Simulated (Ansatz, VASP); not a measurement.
Rh in VASP and in Ansatz

The input INCAR:

```
SYSTEM = Rh
  ALGO = Normal
  EDIFF = 1E-7
  ENCUT = 520
  GGA = PS
  ISIF = 2
  ISMEAR = 0
  LASPH = .TRUE.
  LCHARG = .TRUE.
  LELF = .TRUE.
  LREAL = .FALSE.
  LVHAR = .TRUE.
  LWAVE = .FALSE.
  NBANDS = 14
  NELM = 80
  PREC = Accurate
  SIGMA = 0.05
```

Contents of KPOINTS:

```
k-points
0
G
  16 16 16
  0 0 0
```

POSCAR

```
Rh
1.0
    0.0000000000      1.9350721950      1.9350721950
    1.9350721950      0.0000000000      1.9350721950
    1.9350721950      1.9350721950      0.0000000000
Rh
1
Direct
    0.0000000000      0.0000000000      0.0000000000
```

Input for Ansatz:

```yaml
crystal:
  lattice:
    - [0.0, 1.935072195, 1.935072195]
    - [1.935072195, 0.0, 1.935072195]
    - [1.935072195, 1.935072195, 0.0]
  atoms:
    - { symbol: Rh, position: [0.0, 0.0, 0.0] }
basis:
  ecutwfc: 420
  fft_grid_basis: typed
kpoints:
  mp_grid: { grid: [16, 16, 16] }
hamiltonian:
  xc: pbesol
scf:
  occupations: { method: gaussian, width: 0.05 }
output:
  forces: true
  stress: true
  eigenvalues: true
  bader: true
  write_density: true
  volumetric_format: npy
  elf: true
```

Alike in both runs: task single point; functional PBEsol; k mesh 16 × 16 × 16; occupations gaussian, width 0.05 eV; no spin polarisation.

```csv
,VASP,Ansatz
version,VASP 6.6.1,Ansatz 0.2.0
potentials or method,"VASP PAW PBE potentials, release 64 (Rh_pv), cutoff 520 eV","scalar-relativistic, plane waves, PAW"
valence electrons in the cell,15,17
```

Ansatz gave:

| Quantity | Value |
| --- | --- |
| gap on the k mesh at the Fermi level (eV) | none |
| pressure (GPa) | -17.4 |

Question: What did VASP give for the same quantities?

Answer: gap on the k mesh at the Fermi level (eV): none; pressure (GPa): -17.5.

VASP's potentials were made for PBE, not for PBEsol. A gap of «none» marks a metal or a gap that the smearing closes. VASP's potentials hold 15 valence electrons a cell and Ansatz's 17, so a difference there can come from the potentials and not from the codes.
